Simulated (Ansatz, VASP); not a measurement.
RbCaH3 in VASP and in Ansatz

The input INCAR:

```
SYSTEM = RbCaH3
PREC = Accurate ; ENCUT = 520
EDIFF = 1E-6 ; ISMEAR = 0
SIGMA = 0.05 ; LREAL = .FALSE.
LASPH = .TRUE. ; NELM = 80
ALGO = Normal ; ISIF = 2
LWAVE = .FALSE. ; LCHARG = .FALSE.
NBANDS = 19
```

File KPOINTS:

```
regular mesh
0
G
  6 6 6
  0 0 0
```

POSCAR

```
RbCaH3
1.0
    4.7740508449     -0.9548101690     -0.9548101690
   -0.9548101690      4.7740508449     -0.9548101690
   -0.9548101690     -0.9548101690      4.7740508449
Rb Ca H
1 1 3
Direct
    0.0000000000      0.0000000000      0.0000000000
    0.5000000000      0.5000000000      0.5000000000
    0.0000000000      0.5000000000      0.5000000000
    0.5000000000      0.0000000000      0.5000000000
    0.5000000000      0.5000000000      0.0000000000
```

Input for Ansatz:

```yaml
crystal:
  lattice:
    - [4.7740508449, -0.954810169, -0.954810169]
    - [-0.954810169, 4.7740508449, -0.954810169]
    - [-0.954810169, -0.954810169, 4.7740508449]
  atoms:
    - { symbol: Rb, position: [0.0, 0.0, 0.0] }
    - { symbol: Ca, position: [0.5, 0.5, 0.5] }
    - { symbol: H, position: [0.0, 0.5, 0.5] }
    - { symbol: H, position: [0.5, 0.0, 0.5] }
    - { symbol: H, position: [0.5, 0.5, 0.0] }
basis:
  ecutwfc: 420
kpoints:
  mp_grid: { grid: [6, 6, 6] }
hamiltonian:
  xc: lda
scf:
  occupations: { method: gaussian, width: 0.05 }
output:
  forces: true
  stress: true
  eigenvalues: true
```

Alike in both runs: task single point; functional LDA; k mesh 6 × 6 × 6; occupations gaussian, width 0.05 eV; no spin polarisation.

```csv
,VASP,Ansatz
version,VASP 6.6.1,Ansatz 0.2.0
potentials or method,"VASP PAW LDA potentials, release 64 (Rb_sv, Ca_sv, H), cutoff 520 eV","scalar-relativistic, plane waves, PAW"
valence electrons in the cell,22,22
```

Ansatz gave:

| Quantity | Value |
| --- | --- |
| gap on the k mesh at the Fermi level (eV) | 0.77 |
| least direct gap on the mesh (eV) | 1.13 |
| pressure (GPa) | 1.2 |
| traceless stress, the component that is largest in VASP (GPa) | 12.69 |

Q: What did VASP give for the same quantities?

A: gap on the k mesh at the Fermi level (eV): 0.76; least direct gap on the mesh (eV): 1.12; pressure (GPa): 1.5; traceless stress, the component that is largest in VASP (GPa): 12.92.

LDA's correlation is that of Perdew and Zunger in VASP and of Perdew and Wang (1992) in Ansatz.
